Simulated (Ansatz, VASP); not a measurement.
One calculation of TePb, two programs

The input INCAR:

```
PREC     = Accurate       # precision mode
ENCUT    = 520            # plane-wave cutoff, eV
EDIFF    = 1E-8           # SCF threshold, eV
ISMEAR   = -1             # smearing method
SIGMA    = 0.08           # smearing width, eV
LREAL    = False          # projectors in reciprocal space
LASPH    = True           # aspherical terms in the spheres
NELM     = 100            # most SCF steps
ALGO     = Normal         # electronic algorithm
ISIF     = 2              # what is computed and relaxed
LWAVE    = False          # write WAVECAR
LCHARG   = False          # write CHGCAR
GGA      = PE             # functional
LEFG     = True         
NBANDS   = 17             # bands
```

File KPOINTS:

```
Automatic mesh
0
Gamma
  10 10 10
```

POSCAR

```
TePb
1.0
    4.0287929844      0.0000000000      0.0000000000
    0.0000000000      4.0287929844      0.0000000000
    0.0000000000      0.0000000000      4.0287929844
Te Pb
1 1
Direct
    0.5000000000      0.5000000000      0.5000000000
    0.0000000000      0.0000000000      0.0000000000
```

Input for Ansatz:

```yaml
crystal:
  lattice:
    - [4.0287929844, 0.0, 0.0]
    - [0.0, 4.0287929844, 0.0]
    - [0.0, 0.0, 4.0287929844]
  atoms:
    - { symbol: Te, position: [0.5, 0.5, 0.5] }
    - { symbol: Pb, position: [0.0, 0.0, 0.0] }
kpoints:
  mp_grid: { grid: [10, 10, 10] }
scf:
  occupations: { method: fermi_dirac, width: 0.08 }
hamiltonian:
  xc: pbe
  pseudopotentials: { kind: paw }
output:
  forces: true
  stress: true
  eigenvalues: true
  efg: { contact_densities: true }
  write_density: true
  write_potential: true
  elf: true
  volumetric_format: npy
```

Change from the starting cell: volume scaled by 1.02, PAW files.

Alike in both runs: task electric field gradients; functional PBE; k mesh 10 × 10 × 10; occupations fermi-dirac, width 0.08 eV; no spin polarisation.

|  | VASP | Ansatz |
| --- | --- | --- |
| version | VASP 6.6.1 | Ansatz 0.2.0 |
| potentials or method | VASP PAW PBE potentials, release 64 (Te, Pb_d) | PAW with Ansatz's default frozen-core files, scalar-relativistic |
| plane-wave cutoff (eV) | 520 | 420 |
| valence electrons in the cell | 20 | 30 |

|  | VASP | Ansatz | Ansatz less VASP |
| --- | --- | --- | --- |
| pressure (GPa) | -1.0 | -1.0 | +0.04 |

VASP's potentials hold 20 valence electrons a cell and Ansatz's 30, so a difference there can come from the potentials and not from the codes.

Spin-orbit coupling is off throughout.
